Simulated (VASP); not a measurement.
Wanted: the native input for a VASP 6.6.1 run.

* Task: G0W0 quasiparticle levels
* Functional: r2SCAN
* Potentials or basis: VASP PAW PBE potentials, release 64 (Sn_d_GW, Se_GW)
* Cutoff: 500 eV
* k mesh: 4 × 4 × 2
* Occupations: gaussian, width 0.01 eV
* Spin: no spin polarisation
* Dipole correction: no
* GW scheme: G0W0
* GW iterations: 1
* Cutoff of the response function: 200
* Frequency points: 48
* Empty bands: 737
* Further INCAR settings: ALGO = EVGW0; EDIFF = 1e-08; NBANDS = 757

SnSe:

```
CELL_PARAMETERS angstrom
4.21934 0.00000 0.00000
0.00000 4.21934 0.00000
0.00000 0.00000 5.99303
ATOMIC_POSITIONS crystal
Sn 0.50000 0.00000 0.25009
Sn 0.00000 0.50000 0.74991
Se 0.50000 0.00000 0.74990
Se 0.00000 0.50000 0.25010
```

The input as run:

POSCAR

```
SnSe
1.0
    4.2193394297      0.0000000000      0.0000000000
    0.0000000000      4.2193394297      0.0000000000
    0.0000000000      0.0000000000      5.9930256300
Sn Se
2 2
Direct
    0.5000000000      0.0000000000      0.2500916060
    0.0000000000      0.5000000000      0.7499083940
    0.5000000000      0.0000000000      0.7498972714
    0.0000000000      0.5000000000      0.2501027286
```

INCAR.step1

```
SYSTEM = SnSe
PREC = Accurate
ENCUT = 500
EDIFF = 1E-8
ISMEAR = 0
SIGMA = 0.01
LREAL = .FALSE.
LASPH = .TRUE.
NELM = 100
ALGO = Normal
LWAVE = .TRUE.
LCHARG = .FALSE.
METAGGA = R2SCAN
LMIXTAU = .TRUE.
```

INCAR.step2

```
SYSTEM = SnSe
PREC = Accurate
ENCUT = 500
EDIFF = 1E-8
ISMEAR = 0
SIGMA = 0.01
LREAL = .FALSE.
LASPH = .TRUE.
NELM = 1
ALGO = Exact
LWAVE = .TRUE.
LCHARG = .FALSE.
METAGGA = R2SCAN
LMIXTAU = .TRUE.
NBANDS = 757
LOPTICS = .TRUE.
ISTART = 1
```

INCAR.step3

```
SYSTEM = SnSe
PREC = Accurate
ENCUT = 500
EDIFF = 1E-8
ISMEAR = 0
SIGMA = 0.01
LREAL = .FALSE.
LASPH = .TRUE.
ALGO = EVGW0
LWAVE = .FALSE.
LCHARG = .FALSE.
METAGGA = R2SCAN
LMIXTAU = .TRUE.
NELMGW = 1
NBANDS = 757
ENCUTGW = 200
NOMEGA = 48
PRECFOCK = Fast
ISTART = 1
NBANDSGW = 28
```

KPOINTS

```
regular mesh
0
G
  4 4 2
  0 0 0
```

Potentials or basis: VASP PAW PBE potentials, release 64 (Sn_d_GW, Se_GW).

Run with:

```bash
$ cat potpaw_PBE.64/Sn_d_GW/POTCAR potpaw_PBE.64/Se_GW/POTCAR > POTCAR
$ cp INCAR.step1 INCAR
$ mpirun -np 1 vasp_std > vasp.out
$ cp INCAR.step2 INCAR
$ mpirun -np 1 vasp_std > vasp.out
$ cp INCAR.step3 INCAR
$ mpirun -np 1 vasp_std > vasp.out
```

Results of the run:

```
Quasiparticle gap                                   : 0.64 eV
Least direct quasiparticle gap                      : 0.64 eV
Band gap of the starting levels on the mesh         : 0.55 eV
Least direct gap of the starting levels on the mesh : 0.55 eV
```

Caveat: the k points lie up to 0.52 Å⁻¹ apart; bands, screening cutoff and mesh are small and nothing is extrapolated, so the quasiparticle values aren't converged; spin-orbit coupling is left out, which moves the levels of the heavy elements.

Wall time 120 min on 1 thread of Intel(R) Xeon(R) Platinum 8488C (Sapphire Rapids), with other jobs on the host, peak memory 2.4 GiB.
